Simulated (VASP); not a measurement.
# Cu (I4/mmm) in VASP: notebook

Runs on Cu. Level: PBEsol. Tasks: single point.

Program: VASP 6.6.1. These are calculated values, not measurements. Logs are shortened: lines on timing, memory, paths and dates and some standing lists are left out, and cuts for length are marked.

## 1. The cell of the first run

The structure is tetragonal, space group I4/mmm (No. 139). Conventional cell: a = 2.890 Å, b = 2.890 Å, c = 2.611 Å, α = 90.00°, β = 90.00°, γ = 90.00°. Within 3.2 Å of Cu (site symmetry 4/mmm) lie 14 Cu at 2.43 to 2.89 Å.

## 2. Single point, PBEsol (strain +0.000 along x and y, -0.040 along z)

Input file INCAR:

```
SYSTEM = Cu
PREC = Accurate ; ENCUT = 520
EDIFF = 1E-6 ; ISMEAR = 0
SIGMA = 0.15 ; LREAL = .False.
LASPH = .True. ; NELM = 60
ALGO = Fast ; ISIF = 2
LWAVE = .False. ; LCHARG = .False.
GGA = PS ; NBANDS = 12
```

Input file KPOINTS:

```
Automatic mesh
0
Gamma
  30 30 30
  0 0 0
```

Input file POSCAR:

```
Cu
1.0
   -1.4450917219      1.4450917219      1.3056069244
    1.4450917219     -1.4450917219      1.3056069244
    1.4450917219      1.4450917219     -1.3056069244
Cu
1
Direct
    0.0000000000      0.0000000000      0.0000000000
```

Potentials or basis: VASP PAW PBE potentials, release 64 (Cu).

Launch:

```console
> cat potpaw_PBE.64/Cu/POTCAR > POTCAR
> mpirun -np 1 vasp_std > vasp.out
```

OUTCAR:

```text
SYSTEM = Cu
   PREC = Accurate
   ENCUT = 520
   EDIFF = 1E-6
   ISMEAR = 0
   LREAL = .False.
   LASPH = .True.
   NELM = 60
   ISIF = 2
   GGA = PS

 ion  position               nearest neighbor table
   1  0.000  0.000  0.000-

  LATTYP: Found a body centered tetragonal cell.
 ALAT       =     2.8901834438
 C/A-ratio  =     0.9034768552

  Lattice vectors:

 A1 = (  -1.4450917219,   1.4450917219,   1.3056069244)
 A2 = (   1.4450917219,  -1.4450917219,   1.3056069244)
 A3 = (   1.4450917219,   1.4450917219,  -1.3056069244)

Analysis of symmetry for initial positions (statically):
=====================================================================
 Subroutine PRICEL returns:
 Original cell was already a primitive cell.

 Routine SETGRP: Setting up the symmetry group for a
 body centered tetragonal supercell.

 Subroutine GETGRP returns: Found 16 space group operations
 (whereof 16 operations were pure point group operations)
 out of a pool of 16 trial point group operations.

The static configuration has the point symmetry D_4h.

Analysis of symmetry for dynamics (positions and initial velocities):
=====================================================================
 Subroutine PRICEL returns:
 Original cell was already a primitive cell.

 Routine SETGRP: Setting up the symmetry group for a
 body centered tetragonal supercell.

 Subroutine GETGRP returns: Found 16 space group operations
 (whereof 16 operations were pure point group operations)
 out of a pool of 16 trial point group operations.

The dynamic configuration has the point symmetry D_4h.

 Subroutine INISYM returns: Found 16 space group operations
 (whereof 16 operations are pure point group operations),
 and found     1 'primitive' translations

----------------------------------------------------------------------------------------

                                     Primitive cell

  volume of cell :      10.9059

  direct lattice vectors                    reciprocal lattice vectors
    -1.445091722  1.445091722  1.305606924     0.000000000  0.345998799  0.382963655
     1.445091722 -1.445091722  1.305606924     0.345998799  0.000000000  0.382963655
     1.445091722  1.445091722 -1.305606924     0.345998799  0.345998799  0.000000000

  length of vectors
     2.425116412  2.425116412  2.425116412     0.516116586  0.516116586  0.489316194

  position of ions in fractional coordinates (direct lattice)
     0.000000000  0.000000000  0.000000000

  ion indices of the primitive-cell ions
   primitive index   ion index
                 1           1

----------------------------------------------------------------------------------------

 KPOINTS: Automatic mesh

Automatic generation of k-mesh.
 Grid dimensions read from file:
 generate k-points for:   30   30   30

 Generating k-lattice:

  Cartesian coordinates                     Fractional coordinates (reciprocal lattice)
     0.000000000  0.011533293  0.012765455     0.033333333  0.000000000  0.000000000
     0.011533293  0.000000000  0.012765455     0.000000000  0.033333333  0.000000000
     0.011533293  0.011533293  0.000000000     0.000000000  0.000000000  0.033333333

  Length of vectors
     0.017203886  0.017203886  0.016310540

  Shift w.r.t. Gamma in fractional coordinates (k-lattice)
     0.000000000  0.000000000  0.000000000

 Subroutine IBZKPT returns following result:
 ===========================================

 Found   1992 irreducible k-points:

 Following reciprocal coordinates:
            Coordinates               Weight
  0.000000  0.000000  0.000000      1.000000
  0.033333  0.000000 -0.000000      8.000000
  0.066667  0.000000  0.000000      8.000000
  0.100000  0.000000 -0.000000      8.000000
  0.133333  0.000000 -0.000000      8.000000
  0.166667  0.000000 -0.000000      8.000000
[... 16 lines left out ...]
  0.233333  0.033333 -0.000000     16.000000
  0.266667  0.033333  0.000000     16.000000
 [... further k-points ...]
   k-points           NKPTS =   1992   k-points in BZ     NKDIM =   1992   number of bands    NBANDS=     12
   number of dos      NEDOS =    301   number of ions     NIONS =      1
   total plane-waves  NPLWV =   5832
   dimension x,y,z NGX =    18 NGY =   18 NGZ =   18
   dimension x,y,z NGXF=    36 NGYF=   36 NGZF=   36
   ions per type =               1
   NGX,Y,Z   is equivalent  to a cutoff of  12.34, 12.34, 12.34 a.u.
   NGXF,Y,Z  is equivalent  to a cutoff of  24.68, 24.68, 24.68 a.u.
 SYSTEM =  Cu
   PREC   = accura    normal or accurate (medium, high low for compatibility)
   ISTART =      0    job   : 0-new  1-cont  2-samecut
   ICHARG =      2    charge: 1-file 2-atom 10-const
   ISPIN  =      1    spin polarized calculation?
   LNONCOLLINEAR =      F non collinear calculations
   LSORBIT =      F    spin-orbit coupling
   LASPH  =      T    aspherical Exc in radial PAW
   ENCUT  =  520.0 eV  38.22 Ry    6.18 a.u.   4.51  4.51  4.51*2*pi/ulx,y,z
   NELM   =     60;   NELMIN=  2; NELMDL= -5     # of ELM steps
   EDIFF  = 0.1E-05   stopping-criterion for ELM
   LREAL  =      F    real-space projection
   EDIFFG = 0.1E-04   stopping-criterion for IOM
   NSW    =      0    number of steps for IOM
   IBRION =     -1    ionic relax: 0-MD 1-quasi-New 2-CG
   NFREE  =      0    steps in history (QN), initial steepest desc. (CG)
   ISIF   =      2    stress and relaxation
   ISYM   =      2    0-nonsym 1-usesym 2-fastsym
   POTIM  = 0.5000    time-step for ionic-motion
   TEBEG  =    0.0;   TEEND  =   0.0 temperature during run
   PSTRESS=    0.0 pullay stress
   NELECT =      11.0000    total number of electrons
   NUPDOWN=      -1.0000    fix difference up-down
   EMIN   =  10.00;   EMAX   =-10.00  energy-range for DOS
   EFERMI =   0.00;   METHOD = LEGACY
   ISMEAR =     0;   SIGMA  =   0.15  broadening in eV -4-tet -1-fermi 0-gaus
   EFERMI_NEDOS =   21; number of points for ismear=-14 and -15
   IALGO  =     68    algorithm
   IMIX   =      4    mixing-type and parameters
     AMIX     =   0.40;   BMIX     =  1.00
     AMIX_MAG =   1.60;   BMIX_MAG =  1.00
  volume/ion in A,a.u.               =      10.91        73.60
  Fermi-wavevector in a.u.,A,eV,Ry     =   1.641791  3.102536 36.674217  2.695479
  Thomas-Fermi vector in A             =   2.732202
   LORBIT       =      0    0 simple, 1 ext, 2 COOP (PROOUT), +10 PAW based schemes
   GGA     = PS    functional components
   LHFCALC =     F    Hartree Fock is set to
   AEXX    =    0.0000 exact exchange contribution
   IVDW    =     0    specifies the selected vdW correction
   LEPSILON=     F    determine dielectric tensor
   LRPA    =     F    only Hartree local field effects (RPA)
 non-spin polarized calculation
 RMM-DIIS sequential band-by-band and
 Gauss-broadening in eV      SIGMA  =   0.15
  energy-cutoff  :      520.00
  volume of cell :       10.91
 maximum number of plane-waves:       309
   NGX =  9   NGY =  9   NGZ =  9

 number of electron      10.9999995 magnetization

 Free energy of the ion-electron system (eV)
  ---------------------------------------------------
  ext. energy  EPLUGINS =         0.00000000
  ---------------------------------------------------
  free energy    TOTEN  =        -4.25807643 eV

  energy without entropy =       -4.25427285  energy(sigma->0) =       -4.25617464

 E-fermi :   8.4355     XC(G=0): -13.3797

 val. band max:        8.4293318005   @ k =   0.5000   0.2333   0.1333
 cond. band min:       8.4405616297   @ k =  -0.3667   0.4333   0.1667
 fundamental gap:      0.0112298292
 Fermi energy:         8.4355352162

 k-point     1 :       0.0000    0.0000    0.0000
  band No.  band energies     occupation
      1      -1.5823      2.00000
      2       4.7766      2.00000
      3       5.2474      2.00000
      4       5.2474      2.00000
      5       5.8969      2.00000
      6       6.4038      2.00000
      7      32.9808      0.00000
      8      32.9808      0.00000
      9      36.0695      0.00000
     10      37.3670      0.00000
     11      37.5535      0.00000
     12      38.5345      0.00000

 k-point     2 :       0.0333    0.0000   -0.0000
  band No.  band energies     occupation
      1      -1.5349      2.00000
      2       4.7833      2.00000
      3       5.2448      2.00000
      4       5.2488      2.00000
      5       5.8997      2.00000
      6       6.3956      2.00000
      7      32.7948      0.00000
      8      32.8471      0.00000
      9      35.5891      0.00000
     10      37.1563      0.00000
     11      37.5105      0.00000
     12      37.9288      0.00000

 k-point     3 :       0.0667    0.0000    0.0000
  band No.  band energies     occupation
      1      -1.3935      2.00000
      2       4.7974      2.00000
      3       5.2359      2.00000
      4       5.2587      2.00000
      5       5.9091      2.00000
      6       6.3724      2.00000
      7      32.2528      0.00000
      8      32.4981      0.00000
      9      34.3079      0.00000
     10      36.3675      0.00000
     11      37.1840      0.00000
     12      37.4884      0.00000
[... 286 lines left out ...]
 k-point    23 :       0.2333    0.0333   -0.0000
  band No.  band energies     occupation
      1       0.9224      2.00000
      2       4.5324      2.00000
      3       5.0334      2.00000
      4       5.9487      2.00000
      5       6.1408      2.00000
      6       6.2343      2.00000
      7      23.4174      0.00000
      8      28.4092      0.00000
      9      29.5036      0.00000
     10      31.5146      0.00000
     11      34.2540      0.00000
     12      38.8229      0.00000

 k-point    24 :       0.2667    0.0333    0.0000
  band No.  band energies     occupation
      1       1.4908      2.00000
      2       4.4402      2.00000
      3       5.0722      2.00000
      4       6.1279      2.00000
      5       6.1651      2.00000
      6       6.3061      2.00000
      7      21.6374      0.00000
      8      27.7516      0.00000
      9      28.6590      0.00000
     10      31.1771      0.00000
     11      34.0017      0.00000
     12      39.3870      0.00000

 [... further k-points ...]

------------------------ aborting loop because EDIFF is reached ----------------------------------------

  FORCE on cell =-STRESS in cart. coord.  units (eV):
  Direction    XX          YY          ZZ          XY          YZ          ZX
  --------------------------------------------------------------------------------------
  -------------------------------------------------------------------------------------
  Total        0.5542908      0.5542908      0.6736235      0.0000000      0.0000000      0.0000000
  in kB       81.4301009     81.4301009     98.9611074      0.0000000      0.0000000      0.0000000
  external PRESSURE =      87.2737698 kB  Pullay stress =       0.0000000 kB

 VOLUME and BASIS-vectors are now :
 -----------------------------------------------------------------------------
  energy-cutoff  :      520.00
  volume of cell :       10.91
      direct lattice vectors                 reciprocal lattice vectors
    -1.445091722  1.445091722  1.305606924     0.000000000  0.345998799  0.382963655
     1.445091722 -1.445091722  1.305606924     0.345998799  0.000000000  0.382963655
     1.445091722  1.445091722 -1.305606924     0.345998799  0.345998799  0.000000000

 POSITION                                       TOTAL-FORCE (eV/Angst)
 -----------------------------------------------------------------------------------
      0.00000      0.00000      0.00000         0.000000     -0.000000      0.000000
 -----------------------------------------------------------------------------------
    total drift:                                0.000000      0.000000      0.000000

  FREE ENERGIE OF THE ION-ELECTRON SYSTEM (eV)
  ---------------------------------------------------
  free  energy   TOTEN  =        -4.2580764327 eV

  energy  without entropy=       -4.2542728535  energy(sigma->0) =       -4.25617464
```

Run time: 4.4 min. Hardware: 1 thread of Intel Xeon 8259CL, shared host; peak memory 0.35 GiB.

What came out:

* Free energy: -4.2581 eV
* Pressure: 8.7 GPa
* Band gap on the k mesh: zero (an odd number of electrons rules out a gap without spin polarisation)

Caveat: the cell differs from its parent crystal (strain +0.000 along x and y, -0.040 along z); the cell stands under pressure; the PAW data sets were made with another functional, which shifts forces and pressure a little.

## 3. Single point, PBEsol (strain +0.040 along x and y, -0.080 along z)

Input file INCAR:

```
SYSTEM = Cu
PREC = Accurate
ENCUT = 520
EDIFF = 1E-6
ISMEAR = 0
SIGMA = 0.15
LREAL = .FALSE.
LASPH = .TRUE.
NELM = 100
ALGO = Fast
ISIF = 2
LWAVE = .FALSE.
LCHARG = .TRUE.
GGA = PS
LELF = .TRUE.
LVHAR = .TRUE.
NBANDS = 12
```

Input file KPOINTS:

```
regular mesh
0
G
  30 30 30
  0 0 0
```

Input file POSCAR:

```
Cu
1.0
   -1.5028953908      1.5028953908      1.2512066359
    1.5028953908     -1.5028953908      1.2512066359
    1.5028953908      1.5028953908     -1.2512066359
Cu
1
Direct
    0.0000000000      0.0000000000      0.0000000000
```

Potentials or basis: VASP PAW PBE potentials, release 64 (Cu).

Launch:

```console
> cat potpaw_PBE.64/Cu/POTCAR > POTCAR
> mpirun -np 1 vasp_std > vasp.out
```

Run time: 4.2 min. Hardware: 1 thread of Intel Xeon 8259CL, shared host; peak memory 0.35 GiB.

Results (log left out):

* Free energy: -4.2557 eV
* Pressure: 3.0 GPa
* Band gap on the k mesh: zero (an odd number of electrons rules out a gap without spin polarisation)

Stress tensor (GPa, compression positive):
```
0.40 0.00 0.00
0.00 0.40 0.00
0.00 0.00 8.20
```

Levels at points of the mesh, in eV from the Fermi level:
```csv
k point,band 2,band 3,band 4,band 5,band 6,band 7,band 8,band 9,band 10,band 11
"(0.00, 0.00, 0.00)",-3.72,-2.88,-2.88,-2.80,-1.88,22.66,22.66,26.57,27.63,29.05
"(0.50, 0.00, 0.00)",-4.28,-2.28,-1.63,-1.46,-0.11,5.46,16.50,16.55,20.66,23.75
"(0.50, 0.50, 0.00)",-3.30,-2.86,-2.26,-1.62,-1.48,3.31,21.52,22.38,25.45,27.98
"(0.50, 0.50, 0.50)",-4.90,-1.62,-1.62,-1.45,6.12,6.12,12.16,12.80,13.70,20.15
```

Caveat: the cell differs from its parent crystal (strain +0.040 along x and y, -0.080 along z); the PAW data sets were made with another functional, which shifts forces and pressure a little.

## 4. Single point, PBEsol (strain +0.080 along x and y, -0.080 along z)

Input file INCAR:

```
SYSTEM = Cu
PREC     = Accurate       ! precision mode
ENCUT    = 520            ! plane-wave cutoff, eV
EDIFF    = 1E-7           ! SCF threshold, eV
ISMEAR   = 0              ! smearing method
SIGMA    = 0.15           ! smearing width, eV
LREAL    = .False.        ! projectors in reciprocal space
LASPH    = .True.         ! aspherical terms in the spheres
NELM     = 60             ! most SCF steps
ALGO     = Fast           ! electronic algorithm
ISIF     = 2              ! what is computed and relaxed
LWAVE    = .False.        ! write WAVECAR
LCHARG   = .True.         ! write CHGCAR
GGA      = PS             ! functional
LELF     = .True.         ! ELF
LVHAR    = .True.       
NBANDS   = 12             ! bands
```

Input file KPOINTS:

```
regular mesh
0
Gamma
  30 30 30
  0 0 0
```

Input file POSCAR:

```
Cu
1.0
   -1.5606990597      1.5606990597      1.2512066359
    1.5606990597     -1.5606990597      1.2512066359
    1.5606990597      1.5606990597     -1.2512066359
Cu
1
Direct
    0.0000000000      0.0000000000      0.0000000000
```

Launch:

```console
> cat potpaw_PBE.64/Cu/POTCAR > POTCAR
> mpirun -np 1 vasp_std > vasp.out
```

It took 7.1 min on 1 thread of Intel Xeon 8259CL, shared host; peak memory 0.38 GiB.

The run converged. Its results:

- Free energy: -4.2268 eV
- Pressure: -7.2 GPa
- Band gap on the k mesh: zero (an odd number of electrons rules out a gap without spin polarisation)

Stress tensor (GPa, compression positive):
```
-10.10   0.00   0.00
  0.00 -10.10   0.00
  0.00   0.00  -1.53
```

Levels at points of the mesh, in eV from the Fermi level:
```
           k point  band 3  band 4  band 5  band 6  band 7  band 8  band 9  band 10
(0.00, 0.00, 0.00)   -2.78   -2.59   -2.59   -1.77   21.07   21.07   24.64    26.00
(0.50, 0.00, 0.00)   -2.17   -1.50   -1.45    0.20    5.24   15.51   15.68    19.61
(0.50, 0.50, 0.00)   -2.81   -2.17   -1.51   -1.44    2.73   21.70   22.21    25.26
(0.50, 0.50, 0.50)   -1.56   -1.56   -1.40    5.51    5.51   11.37   11.40    14.30
```

Caveat: the cell differs from its parent crystal (strain +0.080 along x and y, -0.080 along z); the cell stands under tension; the PAW data sets were made with another functional, which shifts forces and pressure a little.

[end of part 1 of 2]
